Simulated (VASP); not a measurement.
# LaAl4Cl3 (P6/mmm) in VASP: further runs, part 2 of 3

VASP 6.6.1. Earlier steps stand in the parts before.

## 4. Relaxation of cell and atoms, PBE

This run uses another cell than the first one, of 26.61 Å³/atom.

INCAR reads:

```
SYSTEM = LaAl4Cl3
  ALGO = Normal
  EDIFF = 1E-6
  EDIFFG = -0.04
  ENCUT = 600
  GGA = PE
  IBRION = 2
  ISIF = 3
  ISMEAR = 0
  LASPH = .TRUE.
  LCHARG = .FALSE.
  LREAL = .FALSE.
  LWAVE = .FALSE.
  NELM = 100
  NSW = 90
  PREC = Accurate
  SIGMA = 0.1
```

KPOINTS reads:

```
k-points
0
G
  6 6 2
  0 0 0
```

POSCAR reads:

```
LaAl4Cl3
1.0
    4.8236844600      0.0000000000      0.0000000000
   -2.4118422300      4.1774332800      0.0000000000
    0.0000000000      0.0000000000     10.5651112300
La Al Cl
1 4 3
Direct
    0.0000000000      0.0000000000      0.5000000000
    0.3333333300      0.6666666700      0.0000000000
    0.6666666700      0.3333333300      0.0000000000
    0.3333333300      0.6666666700      0.5000000000
    0.6666666700      0.3333333300      0.5000000000
    0.0000000000      0.0000000000      0.0000000000
    0.0000000000      0.0000000000      0.2333299800
    0.0000000000      0.0000000000      0.7666700200
```

Potentials or basis: VASP PAW PBE potentials, release 64 (La, Al, Cl).

Command:

```
cat potpaw_PBE.64/La/POTCAR potpaw_PBE.64/Al/POTCAR potpaw_PBE.64/Cl/POTCAR > POTCAR
mpirun -np 1 vasp_std > vasp.out
```

OUTCAR:

```text
SYSTEM = LaAl4Cl3
   EDIFF = 1E-6
   EDIFFG = -0.04
   ENCUT = 600
   GGA = PE
   IBRION = 2
   ISIF = 3
   ISMEAR = 0
   LASPH = .TRUE.
   LREAL = .FALSE.
   NELM = 100
   NSW = 90
   PREC = Accurate

 ion  position               nearest neighbor table
   1  0.000  0.000  0.500-   4 2.78   5 2.78   4 2.78   5 2.78   5 2.78   4 2.78   7 2.82   8 2.82

   2  0.333  0.667  0.000-   3 2.78   6 2.78   3 2.78   6 2.78   6 2.78   3 2.78
   3  0.667  0.333  0.000-   2 2.78   6 2.78   2 2.78   6 2.78   6 2.78   2 2.78
   4  0.333  0.667  0.500-   5 2.78   1 2.78   5 2.78   1 2.78   1 2.78   5 2.78
   5  0.667  0.333  0.500-   4 2.78   1 2.78   4 2.78   1 2.78   1 2.78   4 2.78
   6  0.000  0.000  0.000-   7 2.47   8 2.47   2 2.78   3 2.78   2 2.78   3 2.78   3 2.78   2 2.78

   7  0.000  0.000  0.233-   6 2.47   1 2.82
   8  0.000  0.000  0.767-   6 2.47   1 2.82

  LATTYP: Found a hexagonal cell.
 ALAT       =     4.8236844600
 C/A-ratio  =     2.1902575340

  Lattice vectors:

 A1 = (   4.8236844600,   0.0000000000,   0.0000000000)
 A2 = (  -2.4118422300,   4.1774332800,   0.0000000000)
 A3 = (   0.0000000000,   0.0000000000,  10.5651112300)

Analysis of symmetry for initial positions (statically):
=====================================================================
 Subroutine PRICEL returns:
 Original cell was already a primitive cell.

 Routine SETGRP: Setting up the symmetry group for a
 hexagonal supercell.

 Subroutine GETGRP returns: Found 24 space group operations
 (whereof 24 operations were pure point group operations)
 out of a pool of 24 trial point group operations.

The static configuration has the point symmetry D_6h.

Analysis of symmetry for dynamics (positions and initial velocities):
=====================================================================
 Subroutine PRICEL returns:
 Original cell was already a primitive cell.

 Routine SETGRP: Setting up the symmetry group for a
[... 128 lines left out ...]
  volume/ion in A,a.u.               =      26.61       179.58
  Fermi-wavevector in a.u.,A,eV,Ry     =   0.967917  1.829098 12.746806  0.936864
  Thomas-Fermi vector in A             =   2.097843
   LORBIT       =      0    0 simple, 1 ext, 2 COOP (PROOUT), +10 PAW based schemes
   GGA     = PE    functional components
   LHFCALC =     F    Hartree Fock is set to
   AEXX    =    0.0000 exact exchange contribution
   IVDW    =     0    specifies the selected vdW correction
   LEPSILON=     F    determine dielectric tensor
   LRPA    =     F    only Hartree local field effects (RPA)
 conjugate gradient relaxation of ions
 non-spin polarized calculation
 Gauss-broadening in eV      SIGMA  =   0.10
  energy-cutoff  :      600.00
  volume of cell :      212.89
 maximum number of plane-waves:      7146
 NGX is ok and might be reduce to    40
   NGX = 19   NGY = 19   NGZ = 43

--------------------------------------- Ionic step        1  -------------------------------------------

 number of electron      43.9999999 magnetization

 Free energy of the ion-electron system (eV)
  ---------------------------------------------------
  ext. energy  EPLUGINS =         0.00000000
  ---------------------------------------------------
  free energy    TOTEN  =       -23.23762978 eV

  energy without entropy =      -23.20336146  energy(sigma->0) =      -23.22049562

------------------------ aborting loop because EDIFF is reached ----------------------------------------

  FORCE on cell =-STRESS in cart. coord.  units (eV):
  Direction    XX          YY          ZZ          XY          YZ          ZX
  --------------------------------------------------------------------------------------
  -------------------------------------------------------------------------------------
  Total       10.6492060     10.6492060     13.7606185      0.0000000      0.0000000     -0.0000000
  in kB       80.1429500     80.1429499    103.5585712      0.0000000      0.0000000     -0.0000000
  external PRESSURE =      87.9481571 kB  Pullay stress =       0.0000000 kB
[... 107 lines left out ...]
  FREE ENERGIE OF THE ION-ELECTRON SYSTEM (eV)
  ---------------------------------------------------
  free  energy   TOTEN  =       -25.4289704802 eV

  energy  without entropy=      -25.3812226087  energy(sigma->0) =      -25.40509654

[... ionic steps 4 to 10 ...]

--------------------------------------- Ionic step       11  -------------------------------------------

 number of electron      44.0000004 magnetization

------------------------ aborting loop because EDIFF is reached ----------------------------------------
[... 79 lines left out ...]
--------------------------------------- Ionic step       13  -------------------------------------------

 number of electron      43.9999992 magnetization

 Free energy of the ion-electron system (eV)
  ---------------------------------------------------
  ext. energy  EPLUGINS =         0.00000000
  ---------------------------------------------------
  free energy    TOTEN  =       -26.18514536 eV

  energy without entropy =      -26.15985585  energy(sigma->0) =      -26.17250060

 E-fermi :   1.6693     XC(G=0):  -6.8375

 val. band max:        1.5990019149   @ k =   0.1667   0.1667   0.0000
 cond. band min:       1.6767553165   @ k =   0.3333  -0.0000   0.0000
 fundamental gap:      0.0777534016
 Fermi energy:         1.6692772358

 k-point     1 :       0.0000    0.0000    0.0000
  band No.  band energies     occupation
      1     -30.8727      2.00000
      2     -15.3729      2.00000
      3     -14.8592      2.00000
      4     -14.8592      2.00000
      5     -13.9282      2.00000
      6     -13.1816      2.00000
[... 444 lines left out ...]
  FREE ENERGIE OF THE ION-ELECTRON SYSTEM (eV)
  ---------------------------------------------------
  free  energy   TOTEN  =       -26.1851453556 eV

  energy  without entropy=      -26.1598558510  energy(sigma->0) =      -26.17250060

 reached required accuracy - stopping structural energy minimisation
```

OSZICAR:

```text
N       E                     dE             d eps       ncg     rms          rms(c)
DAV:   1     0.394611657227E+03    0.39461E+03   -0.17728E+04   756   0.180E+03
DAV:   2     0.752732479542E+02   -0.31934E+03   -0.30897E+03   954   0.342E+02
DAV:   3    -0.121824075127E+02   -0.87456E+02   -0.84444E+02  1123   0.169E+02
[... 178 lines left out ...]
DAV:   5    -0.261854313404E+02    0.12881E-02   -0.20307E-03  1287   0.259E-01    0.185E-01
DAV:   6    -0.261851345649E+02    0.29678E-03   -0.16169E-03  1267   0.206E-01    0.502E-02
DAV:   7    -0.261851432999E+02   -0.87350E-05   -0.21950E-04  1169   0.883E-02    0.323E-02
DAV:   8    -0.261851455580E+02   -0.22581E-05   -0.24758E-05  1046   0.311E-02    0.136E-02
DAV:   9    -0.261851453556E+02    0.20241E-06   -0.93758E-06   927   0.223E-02
  13 F= -.26185145E+02 E0= -.26172501E+02  d E =-.127510E-01
```

Run time: 45 min. Hardware: 1 thread of Intel Xeon 8259CL, shared host; peak memory 0.47 GiB.

Results:

* Free energy: -26.1851 eV
* Relaxed volume: 38.85 Å³/atom
* Relaxed cell: a = 5.337 Å, b = 5.337 Å, c = 12.597 Å, α = 90.00°, β = 90.00°, γ = 120.00°
* Space group after relaxing (to 0.1 Å): P6/mmm (No. 191)
* Energy gained by relaxing: 368.4 meV/atom
* Ionic steps: 13
* Pressure after relaxing: 0.0 GPa
* Largest force after relaxing: 0.025 eV/Å
* Band gap on the k mesh: zero (bands 22 and 23 overlap by 0.66 eV)

Forces in eV/Å, atoms in the order of the input:
```
La   0.000  0.000  0.000
Al   0.000  0.000  0.000
Al   0.000  0.000  0.000
Al   0.000  0.000  0.000
Al   0.000  0.000  0.000
Cl   0.000  0.000  0.000
Cl   0.000  0.000  0.025
Cl   0.000  0.000 -0.025
```

The path:
```
step  energy change (eV)  largest force (eV/Å)  pressure (GPa)  volume (Å³)
   1              0.0000                2.5893            8.79       212.89
   2             -1.9525                2.0585            1.02       261.12
   3             -2.1913                1.8304           -0.75       286.94
   4             -2.2034                1.8036           -1.03       292.31
   5             -2.5946                1.2986           -0.53       289.67
   6             -2.7690                0.1706            0.86       285.96
   7             -2.7832                0.3363            0.38       286.95
   8             -2.7846                0.2255            0.48       286.72
   9             -2.8726                0.1463            0.35       291.84
  10             -2.9264                0.1044            0.29       298.53
  11             -2.9339                0.1063            0.29       301.50
  12             -2.9348                0.1086            0.29       302.82
  13             -2.9475                0.0251            0.01       310.78
```

Final structure:
```
La Al Cl
1.0
     5.33740    0.00000    0.00000
    -2.66870    4.62233    0.00000
     0.00000    0.00000   12.59685
La Al Cl
1 4 3
Direct
  0.00000 0.00000 0.50000
  0.33333 0.66667 0.00000
  0.66667 0.33333 0.00000
  0.33333 0.66667 0.50000
  0.66667 0.33333 0.50000
  0.00000 0.00000 0.00000
  0.00000 0.00000 0.28875
  0.00000 0.00000 0.71125
```

Caveat: the volume moved by over 15 % at a fixed basis, so the end points are rough; spin-orbit coupling is left out, which moves the levels of the heavy elements.

[end of part 2 of 3]
